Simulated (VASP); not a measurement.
Wanted: the native input for a VASP 6.6.1 run.

| Quantity | Value |
| --- | --- |
| Task | relaxation of cell and atoms |
| Functional | PBE |
| Potentials or basis | VASP PAW PBE potentials, release 64 (Li_sv, Be, Nb_sv) |
| Cutoff | 600 eV |
| k mesh | 8 × 8 × 8 |
| Occupations | gaussian, width 0.1 eV |
| Spin | no spin polarisation |
| Dipole correction | no |
| Further INCAR settings | ALGO = Normal; EDIFF = 1e-06; IBRION = 2; EDIFFG = -0.01; NSW = 100; ISIF = 3 |

The structure of Li6Be2Nb lies in POSCAR:

```
Li6Be2Nb
1.0
    0.0000000000      4.1903851136      4.1903851136
    4.1903851136      0.0000000000      4.1903851136
    4.1903851136      4.1903851136      0.0000000000
Li Be Nb
6 2 1
Direct
    0.7097200113      0.2902799887      0.2902799887
    0.2902799887      0.7097200113      0.2902799887
    0.2902799887      0.7097200113      0.7097200113
    0.7097200113      0.2902799887      0.7097200113
    0.2902799887      0.2902799887      0.7097200113
    0.7097200113      0.7097200113      0.2902799887
    0.2500000000      0.2500000000      0.2500000000
    0.7500000000      0.7500000000      0.7500000000
    0.0000000000      0.0000000000      0.0000000000
```

These files were run (other wordings do the same):

INCAR

```
SYSTEM = Li6Be2Nb
PREC = Accurate
ENCUT = 600
EDIFF = 1E-6
ISMEAR = 0
SIGMA = 0.1
LREAL = .False.
LASPH = .True.
NELM = 100
ALGO = Normal
ISIF = 3
LWAVE = .False.
LCHARG = .False.
GGA = PE
IBRION = 2
NSW = 100
EDIFFG = -0.01
```

KPOINTS

```
regular mesh
0
Gamma
  8 8 8
  0 0 0
```

Potentials or basis: VASP PAW PBE potentials, release 64 (Li_sv, Be, Nb_sv).

Run with:

```sh
$ cat potpaw_PBE.64/Li_sv/POTCAR potpaw_PBE.64/Be/POTCAR potpaw_PBE.64/Nb_sv/POTCAR > POTCAR
$ mpirun -np 1 vasp_std > vasp.out
```

Results of the run:

```json
{
 "Relaxed volume": "16.41 Å³/atom",
 "Relaxed cell": "a = 5.934 Å, b = 5.934 Å, c = 5.934 Å, α = 60.00°, β = 60.00°, γ = 60.00°",
 "Space group after relaxing (to 0.05 Å)": "Fm-3m (No. 225)",
 "Energy gained by relaxing": "0.1 meV/atom",
 "Ionic steps": "3",
 "Pressure after relaxing": "0.0 GPa"
}
```

Caveat: the cutoff is under 1.25 times the usual one of these potentials, so pressure, stress and relaxed cells hold a basis-set (Pulay) error.

Wall time 6.7 min on 1 thread of Intel(R) Xeon(R) Platinum 8488C (Sapphire Rapids), with other jobs on the host, peak memory 0.4 GiB.
